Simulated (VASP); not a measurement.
# MgO in VASP: relaxation of the atoms with PBE

Aim: the relaxation of the atoms of MgO with PBE.

Everything below comes from runs of VASP 6.6.1. Logs are shortened: lines on timing, memory, paths and dates and some standing lists are left out, and cuts for length are marked.

### Step 1. The cell of the first run

The cell holds a slab with vacuum, 6 atoms: a = 3.009 Å, b = 3.009 Å, c = 18.255 Å, α = 90.00°, β = 90.00°, γ = 90.00°.

### Step 2. Relaxation of the atoms, PBE

The input, INCAR:

```
SYSTEM = MgO
  PREC = Accurate
  ENCUT = 520
  EDIFF = 1E-6
  ISMEAR = 0
  SIGMA = 0.05
  LREAL = .False.
  LASPH = .True.
  NELM = 100
  ALGO = Normal
  ISIF = 2
  LWAVE = .False.
  LCHARG = .False.
  LDIPOL = .True.
  IDIPOL = 3
  DIPOL = 0.5 0.5 0.500
  GGA = PE
  IBRION = 2
  NSW = 70
  EDIFFG = -0.03
```

The input, KPOINTS:

```
Automatic mesh
0
Gamma
  9 9 1
  0 0 0
```

The input, POSCAR:

```
MgO
1.0
    3.0085896291      0.0000000000      0.0000000000
    0.0000000000      3.0085896291      0.0000000000
    0.0000000000      0.0000000000     18.2547882571
Mg O
3 3
Selective dynamics
Direct
    0.5000000000      0.5000000000      0.3834610351  F F F
    0.0000000000      0.0000000000      0.5000000000  T T T
    0.5000000000      0.5000000000      0.6165389649  T T T
    0.0000000000      0.0000000000      0.3834610351  F F F
    0.5000000000      0.5000000000      0.5000000000  T T T
    0.0000000000      0.0000000000      0.6165389649  T T T
```

Potentials or basis: VASP PAW PBE potentials, release 64 (Mg, O).

Started as:

```sh
cat potpaw_PBE.64/Mg/POTCAR potpaw_PBE.64/O/POTCAR > POTCAR
mpirun -np 1 vasp_std > vasp.out
```

OUTCAR:

```text
SYSTEM = MgO
   PREC = Accurate
   ENCUT = 520
   EDIFF = 1E-6
   ISMEAR = 0
   LREAL = .False.
   LASPH = .True.
   NELM = 100
   ISIF = 2
   GGA = PE
   IBRION = 2
   NSW = 70
   EDIFFG = -0.03

 ion  position               nearest neighbor table
   1  0.500  0.500  0.383-   5 2.13   4 2.13   4 2.13   4 2.13   4 2.13   2 3.01   2 3.01   2 3.01
                             2 3.01
   2  0.000  0.000  0.500-   4 2.13   6 2.13   5 2.13   5 2.13   5 2.13   5 2.13   3 3.01   3 3.01
                             1 3.01   3 3.01   1 3.01   1 3.01   3 3.01   1 3.01
   3  0.500  0.500  0.617-   5 2.13   6 2.13   6 2.13   6 2.13   6 2.13   2 3.01   2 3.01   2 3.01
                             2 3.01
   4  0.000  0.000  0.383-   2 2.13   1 2.13   1 2.13   1 2.13   1 2.13
   5  0.500  0.500  0.500-   1 2.13   3 2.13   2 2.13   2 2.13   2 2.13   2 2.13
   6  0.000  0.000  0.617-   2 2.13   3 2.13   3 2.13   3 2.13   3 2.13

  LATTYP: Found a simple tetragonal cell.
 ALAT       =     3.0085896291
 C/A-ratio  =     6.0675567317

  Lattice vectors:

 A1 = (   3.0085896291,   0.0000000000,   0.0000000000)
 A2 = (   0.0000000000,   3.0085896291,   0.0000000000)
 A3 = (   0.0000000000,   0.0000000000,  18.2547882571)

Analysis of symmetry for initial positions (statically):
=====================================================================
 Subroutine PRICEL returns:
 Original cell was already a primitive cell.

 Routine SETGRP: Setting up the symmetry group for a
 simple tetragonal supercell.

 Subroutine GETGRP returns: Found 16 space group operations
 (whereof 16 operations were pure point group operations)
 out of a pool of 16 trial point group operations.

The static configuration has the point symmetry D_4h.

Analysis of symmetry for dynamics (positions and initial velocities):
=====================================================================
 Subroutine PRICEL returns:
 Original cell was already a primitive cell.

 Routine SETGRP: Setting up the symmetry group for a
 simple tetragonal supercell.

 Subroutine GETGRP returns: Found 16 space group operations
 (whereof 16 operations were pure point group operations)
 out of a pool of 16 trial point group operations.

The dynamic configuration has the point symmetry D_4h.

Analysis of constrained symmetry for selective dynamics:
=====================================================================
 Subroutine PRICEL returns:
 Original cell was already a primitive cell.

 Routine SETGRP: Setting up the symmetry group for a
 simple tetragonal supercell.

 Subroutine GETGRP returns: Found  8 space group operations
 (whereof  8 operations were pure point group operations)
 out of a pool of 16 trial point group operations.

The constrained configuration has the point symmetry C_4v.

 Subroutine INISYM returns: Found  8 space group operations
 (whereof  8 operations are pure point group operations),
 and found     1 'primitive' translations

----------------------------------------------------------------------------------------

                                     Primitive cell

  volume of cell :     165.2353

  direct lattice vectors                    reciprocal lattice vectors
     3.008589629  0.000000000  0.000000000     0.332381655  0.000000000  0.000000000
     0.000000000  3.008589629  0.000000000     0.000000000  0.332381655  0.000000000
     0.000000000  0.000000000 18.254788257     0.000000000  0.000000000  0.054780148

  length of vectors
     3.008589629  3.008589629 18.254788257     0.332381655  0.332381655  0.054780148

  position of ions in fractional coordinates (direct lattice)
     0.500000000  0.500000000  0.383461035
     0.000000000  0.000000000  0.500000000
     0.500000000  0.500000000  0.616538965
     0.000000000  0.000000000  0.383461035
     0.500000000  0.500000000  0.500000000
     0.000000000  0.000000000  0.616538965

[... 23 lines left out ...]

  Length of vectors
     0.036931295  0.036931295  0.054780148

  Shift w.r.t. Gamma in fractional coordinates (k-lattice)
     0.000000000  0.000000000  0.000000000

 Subroutine IBZKPT returns following result:
 ===========================================

 Found     15 irreducible k-points:

 Following reciprocal coordinates:
            Coordinates               Weight
  0.000000  0.000000  0.000000      1.000000
  0.111111  0.000000  0.000000      4.000000
  0.222222  0.000000  0.000000      4.000000
  0.333333  0.000000  0.000000      4.000000
  0.444444  0.000000  0.000000      4.000000
  0.111111  0.111111  0.000000      4.000000
  0.222222  0.111111  0.000000      8.000000
  0.333333  0.111111  0.000000      8.000000
  0.444444  0.111111  0.000000      8.000000
  0.222222  0.222222  0.000000      4.000000
  0.333333  0.222222  0.000000      8.000000
  0.444444  0.222222  0.000000      8.000000
  0.333333  0.333333  0.000000      4.000000
  0.444444  0.333333  0.000000      8.000000
  0.444444  0.444444  0.000000      4.000000
   k-points           NKPTS =     15   k-points in BZ     NKDIM =     15   number of bands    NBANDS=     16
   number of dos      NEDOS =    301   number of ions     NIONS =      6
   total plane-waves  NPLWV =  80640
   dimension x,y,z NGX =    24 NGY =   24 NGZ =  140
   dimension x,y,z NGXF=    48 NGYF=   48 NGZF=  280
   ions per type =               3   3
   NGX,Y,Z   is equivalent  to a cutoff of  13.26, 13.26, 12.75 a.u.
   NGXF,Y,Z  is equivalent  to a cutoff of  26.52, 26.52, 25.50 a.u.
 SYSTEM =  MgO
   PREC   = accura    normal or accurate (medium, high low for compatibility)
   ISTART =      0    job   : 0-new  1-cont  2-samecut
   ICHARG =      2    charge: 1-file 2-atom 10-const
   ISPIN  =      1    spin polarized calculation?
   LNONCOLLINEAR =      F non collinear calculations
   LSORBIT =      F    spin-orbit coupling
   LASPH  =      T    aspherical Exc in radial PAW
   ENCUT  =  520.0 eV  38.22 Ry    6.18 a.u.   5.59  5.59 33.94*2*pi/ulx,y,z
   NELM   =    100;   NELMIN=  2; NELMDL= -5     # of ELM steps
   EDIFF  = 0.1E-05   stopping-criterion for ELM
   LREAL  =      F    real-space projection
   EDIFFG = -.3E-01   stopping-criterion for IOM
   NSW    =     70    number of steps for IOM
   IBRION =      2    ionic relax: 0-MD 1-quasi-New 2-CG
   NFREE  =      1    steps in history (QN), initial steepest desc. (CG)
   ISIF   =      2    stress and relaxation
   ISYM   =      2    0-nonsym 1-usesym 2-fastsym
   POTIM  = 0.5000    time-step for ionic-motion
   TEBEG  =    0.0;   TEEND  =   0.0 temperature during run
   PSTRESS=    0.0 pullay stress
   NELECT =      24.0000    total number of electrons
   NUPDOWN=      -1.0000    fix difference up-down
   EMIN   =  10.00;   EMAX   =-10.00  energy-range for DOS
   EFERMI =   0.00;   METHOD = LEGACY
   ISMEAR =     0;   SIGMA  =   0.05  broadening in eV -4-tet -1-fermi 0-gaus
   EFERMI_NEDOS =   21; number of points for ismear=-14 and -15
   IALGO  =     38    algorithm
   IMIX   =      4    mixing-type and parameters
     AMIX     =   0.40;   BMIX     =  1.00
     AMIX_MAG =   1.60;   BMIX_MAG =  1.00
  volume/ion in A,a.u.               =      27.54       185.84
  Fermi-wavevector in a.u.,A,eV,Ry     =   0.860553  1.626210 10.075817  0.740552
  Thomas-Fermi vector in A             =   1.978075
   LORBIT       =      0    0 simple, 1 ext, 2 COOP (PROOUT), +10 PAW based schemes
   GGA     = PE    functional components
   LHFCALC =     F    Hartree Fock is set to
   AEXX    =    0.0000 exact exchange contribution
   IVDW    =     0    specifies the selected vdW correction
   LEPSILON=     F    determine dielectric tensor
   LRPA    =     F    only Hartree local field effects (RPA)
 conjugate gradient relaxation of ions
 non-spin polarized calculation
 Gauss-broadening in eV      SIGMA  =   0.05
  energy-cutoff  :      520.00
  volume of cell :      165.24
 maximum number of plane-waves:      4475
 NGX is ok and might be reduce to    24
   NGX = 11   NGY = 11   NGZ = 67

 dipolmoment           0.000000      0.000000     -0.000000 electrons x Angstroem

--------------------------------------- Ionic step        1  -------------------------------------------

 number of electron      24.0000001 magnetization

 Free energy of the ion-electron system (eV)
  ---------------------------------------------------
  ext. energy  EPLUGINS =         0.00000000
  ---------------------------------------------------
  free energy    TOTEN  =       -34.68825502 eV

  energy without entropy =      -34.68825502  energy(sigma->0) =      -34.68825502

------------------------ aborting loop because EDIFF is reached ----------------------------------------

 vacuum level on the upper side and lower side of the slab       (xc-potential included)        -0.155        -0.155

  FORCE on cell =-STRESS in cart. coord.  units (eV):
  Direction    XX          YY          ZZ          XY          YZ          ZX
  --------------------------------------------------------------------------------------
  -------------------------------------------------------------------------------------
  Total       -4.0770128     -4.0770128     -0.1781718      0.0000000      0.0000000      0.0000000
  in kB      -39.5321062    -39.5321062     -1.7276143      0.0000000      0.0000000      0.0000000
  external PRESSURE =     -26.9306089 kB  Pullay stress =       0.0000000 kB
[... 107 lines left out ...]
--------------------------------------- Ionic step        4  -------------------------------------------

 number of electron      24.0000002 magnetization

 dipolmoment           0.000000      0.000000      0.021102 electrons x Angstroem

 Free energy of the ion-electron system (eV)
  ---------------------------------------------------
  ext. energy  EPLUGINS =         0.00000000
  ---------------------------------------------------
  free energy    TOTEN  =       -34.70002437 eV

  energy without entropy =      -34.70002437  energy(sigma->0) =      -34.70002437

 E-fermi :  -2.0232     XC(G=0):  -4.6405

 val. band max:       -2.2468829645   @ k =   0.0000   0.0000   0.0000
 cond. band min:       0.9806115302   @ k =   0.0000   0.0000   0.0000
 fundamental gap:      3.2274944947
 Fermi energy:        -2.0231609728

 k-point     1 :       0.0000    0.0000    0.0000
  band No.  band energies     occupation
      1     -18.9837      2.00000
      2     -18.2183      2.00000
      3     -17.8282      2.00000
      4      -5.5292      2.00000
      5      -4.1384      2.00000
      6      -3.2438      2.00000
[... 264 lines left out ...]
      5      -5.6989      2.00000
      6      -4.8450      2.00000
[... 8 lines left out ...]
     15       7.4929      0.00000
     16       7.6512      0.00000

------------------------ aborting loop because EDIFF is reached ----------------------------------------

 vacuum level on the upper side and lower side of the slab       (xc-potential included)         0.196        -0.372

  FORCE on cell =-STRESS in cart. coord.  units (eV):
  Direction    XX          YY          ZZ          XY          YZ          ZX
  --------------------------------------------------------------------------------------
  -------------------------------------------------------------------------------------
  Total       -4.0421836     -4.0421836     -0.1635785      0.0000000      0.0000000      0.0000000
  in kB      -39.1943896    -39.1943896     -1.5861133      0.0000000      0.0000000      0.0000000
  external PRESSURE =     -26.6582975 kB  Pullay stress =       0.0000000 kB
[... 21 lines left out ...]
  FREE ENERGIE OF THE ION-ELECTRON SYSTEM (eV)
  ---------------------------------------------------
  free  energy   TOTEN  =       -34.7000243699 eV

  energy  without entropy=      -34.7000243699  energy(sigma->0) =      -34.70002437

 reached required accuracy - stopping structural energy minimisation

 vacuum level on the upper side and lower side of the slab         3.015         2.464
```

It took 4.4 min on 1 thread of AMD EPYC 7R13 (Zen 3), shared host; peak memory 0.24 GiB.

Results:

```
Free energy               : -34.7000 eV
Energy gained by relaxing : 2.0 meV/atom
Ionic steps               : 4
Band gap on the k mesh    : 3.23 eV
```

The path:
| step | energy change (eV) | largest force on free atoms (eV/Å) | pressure (GPa) |
| --- | --- | --- | --- |
| 1 | 0.0000 | 0.4732 | -2.69 |
| 2 | -0.0113 | 0.0905 | -2.67 |
| 3 | -0.0114 | 0.1007 | -2.66 |
| 4 | -0.0118 | 0.0162 | -2.67 |

Final structure:
```
CELL_PARAMETERS angstrom
3.00859 0.00000 0.00000
0.00000 3.00859 0.00000
0.00000 0.00000 18.25479
ATOMIC_POSITIONS crystal
Mg 0.50000 0.50000 0.38346
Mg 0.00000 0.00000 0.50025
Mg 0.50000 0.50000 0.61507
O 0.00000 0.00000 0.38346
O 0.50000 0.50000 0.49973
O 0.00000 0.00000 0.61788
```
